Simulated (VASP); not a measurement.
Input of a VASP 6.6.1 run:

INCAR

```
SYSTEM = Li
ALGO     = Normal         ! electronic algorithm
EDIFF    = 1E-6           ! SCF threshold, eV
ENCUT    = 520            ! plane-wave cutoff, eV
GGA      = PS             ! functional
ISIF     = 2              ! what is computed and relaxed
ISMEAR   = -1             ! smearing method
LASPH    = .TRUE.         ! aspherical terms in the spheres
LCHARG   = .TRUE.         ! write CHGCAR
LELF     = .TRUE.         ! ELF
LREAL    = .FALSE.        ! projectors in reciprocal space
LVHAR    = .TRUE.       
LWAVE    = .FALSE.        ! write WAVECAR
NBANDS   = 10             ! bands
NELM     = 60             ! most SCF steps
PREC     = Accurate       ! precision mode
SIGMA    = 0.08           ! smearing width, eV
```

File KPOINTS:

```
k-points
0
G
  15 15 8
  0 0 0
```

POSCAR

```
Li
1.0
    3.0798921301      0.0000000000      0.0000000000
   -1.5399460650      2.6672648256      0.0000000000
    0.0000000000      0.0000000000      5.0930000000
Li
2
Direct
    0.3333333333      0.6666666667      0.2500000000
    0.6666666667      0.3333333333      0.7500000000
```

Potentials or basis: VASP PAW PBE potentials, release 64 (Li_sv).

Command:

```sh
$ cat potpaw_PBE.64/Li_sv/POTCAR > POTCAR
$ mpirun -np 1 vasp_std > vasp.out
```

Problem. Predict the band gap on the k mesh.

Solution. Zero (band 3 reaches 2.70 eV, above the bottom of band 4 at -1.89 eV).

Caveat: the cell differs from its parent crystal (equal xx and yy strain of -1 %).
